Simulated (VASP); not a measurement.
BN, 2 atoms in the cell. The structure is trigonal, space group R3m (No. 160). The conventional cell has a = 2.582 Å, b = 2.582 Å, c = 6.136 Å, α = 90.00°, β = 90.00°, γ = 120.00°. Within 2.0 Å of B (site symmetry 3m) lie 4 N at 1.53 to 1.58 Å. N (site symmetry 3m) has 4 B at 1.53 to 1.58 Å within 2.0 Å.  This cell differs from its parent crystal: equal xy, yz and zx shear strains of -2 %.

| Quantity | Value |
| --- | --- |
| Program | VASP 6.6.1 |
| Task | single point |
| Functional | PBE |
| Potentials or basis | VASP PAW PBE potentials, release 64 (B, N) |
| Cutoff | 520 eV |
| k mesh | 13 × 13 × 13 |
| Occupations | fermi-dirac, width 0.03 eV |
| Spin | no spin polarisation |
| Dipole correction | no |
| Further INCAR settings | ALGO = Normal; EDIFF = 1e-06; NBANDS = 11 |

Potentials or basis: VASP PAW PBE potentials, release 64 (B, N).

The run is started by

```sh
$ cat potpaw_PBE.64/B/POTCAR potpaw_PBE.64/N/POTCAR > POTCAR
$ mpirun -np 1 vasp_std > vasp.out
```

Hardware: 1 thread of AMD EPYC 7R13 (shared host).

Task: Estimate the wall time of this run.

Result: Wall time 40 s on 1 thread of AMD EPYC 7R13, with other jobs on the host, peak memory 0.11 GiB. Counts: scf iterations 12, k points 231.
